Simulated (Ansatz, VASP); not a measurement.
AlNi: VASP beside Ansatz

```
Al Ni
1.0
     3.11148    0.00000    0.00000
     0.00000    3.11148    0.00000
     0.00000    0.00000    2.76576
Al Ni
1 1
Direct
  0.00000 0.00000 0.00000
  0.50000 0.50000 0.50000
```

Change from the starting cell: strain +0.080 along x and y, -0.040 along z, atoms carried along.

Alike in both runs: task single point; functional PBEsol; k mesh 16 × 16 × 16; occupations gaussian, width 0.15 eV; no spin polarisation.

```csv
,VASP,Ansatz
version,VASP 6.6.1,Ansatz 0.2.0
potentials or method,"VASP PAW PBE potentials, release 64 (Al, Ni), cutoff 520 eV","scalar-relativistic, plane waves, PAW"
valence electrons in the cell,13,21
```

```csv
,VASP,Ansatz,Ansatz less VASP
gap on the k mesh at the Fermi level (eV),none,none,-
pressure (GPa),-16.3,-16.4,-0.18
"traceless stress, the component that is largest in VASP (GPa)",6.00,5.87,-0.131
```

VASP's potentials were made for PBE, not for PBEsol. A gap of «none» marks a metal or a gap that the smearing closes. VASP's potentials hold 13 valence electrons a cell and Ansatz's 21, so a difference there can come from the potentials and not from the codes.
